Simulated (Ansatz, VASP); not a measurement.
# Mg2B: VASP beside Ansatz

Contents of INCAR:

```
ALGO = Normal
EDIFF = 1E-7
EDIFFG = -0.04
ENCUT = 750
GGA = PE
GGA_COMPAT = False
IBRION = 2
ISIF = 3
ISMEAR = 0
LASPH = True
LCHARG = False
LREAL = False
LWAVE = False
NELM = 120
NELMIN = 4
NSW = 90
PREC = Accurate
SIGMA = 0.1
```

KPOINTS

```
k-points
0
Gamma
  6 6 6
```

POSCAR

```
Mg2B
1.0
   -1.9155026889      1.9155026889      3.1416213766
    1.9155026889     -1.9155026889      3.1416213766
    1.9155026889      1.9155026889     -3.1416213766
Mg B
2 1
Direct
    0.5930000000      0.5930000000      0.0000000000
    0.4070000000      0.4070000000      0.0000000000
    0.0000000000      0.0000000000      0.0000000000
```

Input for Ansatz:

```yaml
crystal:
  lattice:
    - [-1.9155026889, 1.9155026889, 3.1416213766]
    - [1.9155026889, -1.9155026889, 3.1416213766]
    - [1.9155026889, 1.9155026889, -3.1416213766]
  atoms:
    - { symbol: Mg, position: [0.593, 0.593, 0.0] }
    - { symbol: Mg, position: [0.407, 0.407, 0.0] }
    - { symbol: B, position: [0.0, 0.0, 0.0] }
basis:
  ecutwfc: 420
kpoints:
  mp_grid: { grid: [6, 6, 6] }
hamiltonian:
  xc: pbe
scf:
  occupations: { method: gaussian, width: 0.1 }
  lower_state_search: "off"
output:
  forces: true
  stress: true
  eigenvalues: true
relax:
  adjacent_minimum: "off"
  f_tol: 0.04
  max_steps: 70
  cell: { stress_tol: 0.4 }
```

Alike in both runs: task relaxation of cell and atoms; functional PBE; k mesh 6 × 6 × 6; occupations gaussian, width 0.1 eV; no spin polarisation.

```csv
,VASP,Ansatz
version,VASP 6.6.1,Ansatz 0.2.0
potentials or method,"VASP PAW PBE potentials, release 64 (Mg_sv, B), cutoff 750 eV","scalar-relativistic, plane waves, PAW"
valence electrons in the cell,23,23
```

```tsv
	VASP	Ansatz	Ansatz less VASP
gap on the k mesh at the Fermi level, each at its own relaxed structure (eV)	none	none	-
relaxed volume (Å³/atom)	15.27	15.31	+0.040
relaxed cell length with the largest relative difference (Å)	4.549	4.572	+0.0231
```

A gap of «none» marks a metal or a gap that the smearing closes.

The k mesh is coarse, so the values compare programs but aren't converged.
